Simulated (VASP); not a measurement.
# Al (I4/mmm) in VASP: notebook, part 2 of 2

VASP 6.6.1. The steps go on from the part before.

## 3. Single point, PBE

This run uses another cell than the first one, of the same volume but with other edges.

The input, INCAR:

```
ALGO = Normal ; EDIFF = 1E-7
ENCUT = 520 ; GGA = PE
ISIF = 2 ; ISMEAR = 0
LASPH = T ; LCHARG = T
LELF = T ; LREAL = F
LVHAR = T ; LWAVE = F
NBANDS = 8 ; NELM = 80
PREC = Accurate ; SIGMA = 0.15
```

The input, KPOINTS:

```
k-points
0
Gamma
  22 22 22
```

The input, POSCAR:

```
Al
1.0
    0.0000000000      2.1366492832      1.8161518907
    2.1366492832      0.0000000000      1.8161518907
    2.1366492832      2.1366492832      0.0000000000
Al
1
Direct
    0.0000000000      0.0000000000      0.0000000000
```

Potentials or basis: VASP PAW PBE potentials, release 64 (Al).

Started as:

```
> cat potpaw_PBE.64/Al/POTCAR > POTCAR
> mpirun -np 1 vasp_std > vasp.out
```

It took 45 s on 1 thread of Intel Xeon 6975P-C (Granite Rapids), shared host; peak memory 0.21 GiB.

It converged, with:

```yaml
Free_energy: -3.7037 eV
Pressure: 0.7 GPa
```

Stress tensor (GPa, compression positive):
```
-1.65  0.00  0.00
 0.00 -1.65  0.00
 0.00  0.00  5.53
```

Levels at points of the mesh, in eV from the Fermi level:
```csv
k point,band 1,band 2,band 3,band 4
"(0.00, 0.00, 0.00)",-11.06,12.44,12.44,13.96
"(0.50, 0.00, 0.00)",-4.48,-4.22,9.63,9.80
"(0.50, 0.50, 0.00)",-1.02,0.74,3.74,3.74
"(0.50, 0.00, 0.50)",-3.59,-2.65,6.27,6.38
```

## 4. Single point, PBE

This run uses another cell than the first one, of the same volume but with other edges.

The input, INCAR:

```
SYSTEM = Al
PREC     = Accurate       ! precision mode
ENCUT    = 520            ! plane-wave cutoff, eV
EDIFF    = 1E-7           ! SCF threshold, eV
ISMEAR   = 0              ! smearing method
SIGMA    = 0.15           ! smearing width, eV
LREAL    = .FALSE.        ! projectors in reciprocal space
LASPH    = .TRUE.         ! aspherical terms in the spheres
NELM     = 80             ! most SCF steps
ALGO     = Normal         ! electronic algorithm
ISIF     = 2              ! what is computed and relaxed
LWAVE    = .FALSE.        ! write WAVECAR
LCHARG   = .FALSE.        ! write CHGCAR
GGA      = PE             ! functional
NBANDS   = 8              ! bands
```

The input, KPOINTS:

```
regular mesh
0
G
  22 22 22
  0 0 0
```

The input, POSCAR:

```
Al
1.0
    0.0000000000      1.9046381017      2.2855657221
    1.9046381017      0.0000000000      2.2855657221
    1.9046381017      1.9046381017      0.0000000000
Al
1
Direct
    0.0000000000      0.0000000000      0.0000000000
```

Started as:

```
> cat potpaw_PBE.64/Al/POTCAR > POTCAR
> mpirun -np 1 vasp_std > vasp.out
```

Run time: 39 s. Hardware: 1 thread of Intel Xeon 6975P-C (Granite Rapids), shared host; peak memory 0.2 GiB.

It converged, with:

```
Free energy : -3.6792 eV
Pressure    : 2.2 GPa
```

Stress tensor (GPa, compression positive):
```
 6.25  0.00  0.00
 0.00  6.25  0.00
 0.00  0.00 -5.94
```

Levels at points of the mesh, in eV from the Fermi level:
| k point | band 1 | band 2 | band 3 | band 4 | band 5 | band 6 |
| --- | --- | --- | --- | --- | --- | --- |
| (0.00, 0.00, 0.00) | -11.04 | 11.62 | 13.76 | 13.76 | 13.87 | 14.18 |
| (0.50, 0.00, 0.00) | -4.46 | -4.19 | 8.40 | 8.98 | 13.68 | 13.91 |
| (0.50, 0.50, 0.00) | -4.27 | -3.93 | 6.77 | 8.00 | 8.00 | 11.42 |
| (0.50, 0.00, 0.50) | -1.92 | -0.26 | 4.14 | 5.01 | 5.53 | 8.02 |

## 5. Single point, PBE

This run uses another cell than the first one, of the same volume but with other edges.

The input, INCAR:

```
SYSTEM = Al
PREC = Accurate
ENCUT = 520
EDIFF = 1E-7
ISMEAR = 0
SIGMA = 0.15
LREAL = .FALSE.
LASPH = .TRUE.
NELM = 60
ALGO = Normal
ISIF = 2
LWAVE = .FALSE.
LCHARG = .FALSE.
GGA = PE
NBANDS = 8
```

The input, KPOINTS:

```
Automatic mesh
0
G
  22 22 22
  0 0 0
```

The input, POSCAR:

```
Al
1.0
    0.0000000000      2.1987440765      1.7150203797
    2.1987440765      0.0000000000      1.7150203797
    2.1987440765      2.1987440765      0.0000000000
Al
1
Direct
    0.0000000000      0.0000000000      0.0000000000
```

Started as:

```
> cat potpaw_PBE.64/Al/POTCAR > POTCAR
> mpirun -np 1 vasp_std > vasp.out
```

Run time: 40 s. Hardware: 1 thread of Intel Xeon 6975P-C (Granite Rapids), shared host; peak memory 0.2 GiB.

It converged, with:

* Free energy: -3.6649 eV
* Pressure: 1.3 GPa

Stress tensor (GPa, compression positive):
```
-0.23  0.00  0.00
 0.00 -0.23  0.00
 0.00  0.00  4.26
```

Levels at points of the mesh, in eV from the Fermi level:
| k point | band 1 | band 2 | band 3 | band 4 |
| --- | --- | --- | --- | --- |
| (0.00, 0.00, 0.00) | -11.08 | 12.66 | 12.66 | 14.13 |
| (0.50, 0.00, 0.00) | -4.42 | -4.10 | 8.84 | 9.02 |
| (0.50, 0.50, 0.00) | 0.20 | 1.94 | 2.82 | 2.82 |
| (0.50, 0.00, 0.50) | -3.95 | -3.23 | 7.06 | 7.06 |

## 6. Single point, PBE

This run uses another cell than the first one, of the same volume but with other edges.

The input, INCAR:

```
ALGO = Normal
EDIFF = 1E-6
ENCUT = 520
GGA = PE
ISIF = 2
ISMEAR = 0
LASPH = True
LCHARG = False
LREAL = False
LWAVE = False
NBANDS = 8
NELM = 100
PREC = Accurate
SIGMA = 0.15
```

The input, KPOINTS:

```
k-points
0
Gamma
  22 22 22
```

The input, POSCAR:

```
Al
1.0
    0.0000000000      1.8544925768      2.4108403498
    1.8544925768      0.0000000000      2.4108403498
    1.8544925768      1.8544925768      0.0000000000
Al
1
Direct
    0.0000000000      0.0000000000      0.0000000000
```

Potentials or basis: VASP PAW PBE potentials, release 64 (Al).

Started as:

```
> cat potpaw_PBE.64/Al/POTCAR > POTCAR
> mpirun -np 1 vasp_std > vasp.out
```

OUTCAR:

```text
EDIFF = 1E-6
   ENCUT = 520
   GGA = PE
   ISIF = 2
   ISMEAR = 0
   LASPH = True
   LREAL = False
   NELM = 100
   PREC = Accurate

 ion  position               nearest neighbor table
   1  0.000  0.000  0.000-

  LATTYP: Found a body centered tetragonal cell.
 ALAT       =     2.6226485534
 C/A-ratio  =     1.8384776311

  Lattice vectors:

 A1 = (  -1.8544925768,   0.0000000000,   2.4108403498)
 A2 = (   1.8544925768,   0.0000000000,   2.4108403498)
 A3 = (   0.0000000000,   1.8544925768,  -2.4108403498)

Analysis of symmetry for initial positions (statically):
=====================================================================
 Subroutine PRICEL returns:
 Original cell was already a primitive cell.

 Routine SETGRP: Setting up the symmetry group for a
 body centered tetragonal supercell.

 Subroutine GETGRP returns: Found 16 space group operations
 (whereof 16 operations were pure point group operations)
 out of a pool of 16 trial point group operations.

The static configuration has the point symmetry D_4h.

Analysis of symmetry for dynamics (positions and initial velocities):
[... 162 lines left out ...]
 Fermi energy:         7.8279097262

 k-point     1 :       0.0000    0.0000    0.0000
  band No.  band energies     occupation
      1      -3.1587      2.00000
      2      19.2262      0.00000
      3      20.1370      0.00000
      4      20.1756      0.00000
      5      22.2884      0.00000
      6      22.2884      0.00000
      7      22.3974      0.00000
      8      22.3974      0.00000
[... 243 lines left out ...]
 k-point    24 :      -0.4545    0.0455    0.0000
  band No.  band energies     occupation
      1       3.1205      2.00000
      2       4.2839      2.00000
      3      13.8945      0.00000
      4      16.9981      0.00000
      5      22.3369      0.00000
      6      23.3952      0.00000
      7      24.5738      0.00000
      8      25.8940      0.00000

 [... further k-points ...]

------------------------ aborting loop because EDIFF is reached ----------------------------------------

  FORCE on cell =-STRESS in cart. coord.  units (eV):
  Direction    XX          YY          ZZ          XY          YZ          ZX
  --------------------------------------------------------------------------------------
  -------------------------------------------------------------------------------------
  Total        1.1838669      1.1838669     -0.8065684      0.0000000      0.0000000      0.0000000
  in kB      114.3838746    114.3838746    -77.9297233      0.0000000      0.0000000      0.0000000
  external PRESSURE =      50.2793420 kB  Pullay stress =       0.0000000 kB

 VOLUME and BASIS-vectors are now :
 -----------------------------------------------------------------------------
  energy-cutoff  :      520.00
  volume of cell :       16.58
      direct lattice vectors                 reciprocal lattice vectors
     0.000000000  1.854492577  2.410840350    -0.269615531  0.269615531  0.207396562
     1.854492577  0.000000000  2.410840350     0.269615531 -0.269615531  0.207396562
     1.854492577  1.854492577  0.000000000     0.269615531  0.269615531 -0.207396562

 POSITION                                       TOTAL-FORCE (eV/Angst)
 -----------------------------------------------------------------------------------
      0.00000      0.00000      0.00000        -0.000000      0.000000      0.000000
 -----------------------------------------------------------------------------------
    total drift:                                0.000000      0.000000     -0.000000

  FREE ENERGIE OF THE ION-ELECTRON SYSTEM (eV)
  ---------------------------------------------------
  free  energy   TOTEN  =        -3.5927338312 eV

  energy  without entropy=       -3.5879410361  energy(sigma->0) =       -3.59033743
```

stdout:

```text
POSCAR found type information on POSCAR Al
 POSCAR found :  1 types and       1 ions
 scaLAPACK will be used
 LDA part: xc-table for (Slater+PW92), standard interpolation
 POSCAR, INCAR and KPOINTS ok, starting setup
 FFT: planning ... GRIDC
 FFT: planning ... GRID_SOFT
 FFT: planning ... GRID
 WAVECAR not read
 entering main loop
```

It took 29 s on 1 thread of Intel Xeon 6975P-C (Granite Rapids), shared host; peak memory 0.2 GiB.

Results:

* Free energy: -3.5927 eV
* Pressure: 5.0 GPa

Levels at points of the mesh, in eV from the Fermi level:
```csv
k point,band 1,band 2,band 3,band 4
"(0.00, 0.00, 0.00)",-10.99,11.40,12.31,12.35
"(0.50, 0.00, 0.00)",-4.35,-4.00,7.21,7.98
"(0.50, 0.50, 0.00)",-4.84,-4.65,7.50,9.19
"(0.50, 0.00, 0.50)",-1.41,0.37,3.70,5.16
```

## 7. Overview

| cell | gap on the mesh (eV) | pressure (GPa) |
| --- | --- | --- |
| a = 3.123, b = 3.123, c = 2.550 Å, angles 65.9, 65.9, 48.2°, 1 atom | none | 9.0 |
| a = 2.804, b = 2.804, c = 3.022 Å, angles 57.4, 57.4, 65.2°, 1 atom | none | 0.7 |
| a = 2.975, b = 2.975, c = 2.694 Å, angles 63.1, 63.1, 53.8°, 1 atom | none | 2.2 |
| a = 2.789, b = 2.789, c = 3.109 Å, angles 56.1, 56.1, 67.8°, 1 atom | none | 1.3 |
| a = 3.042, b = 3.042, c = 2.623 Å, angles 64.5, 64.5, 51.1°, 1 atom | none | 5.0 |

Alike in all rows: task single point; level PBE; potentials or basis VASP PAW PBE potentials, release 64 (Al); no spin polarisation; k mesh 22 × 22 × 22; cutoff (eV) 520; smearing gaussian 0.15 eV.

Absolute energies hang on the potentials; compare differences alone.
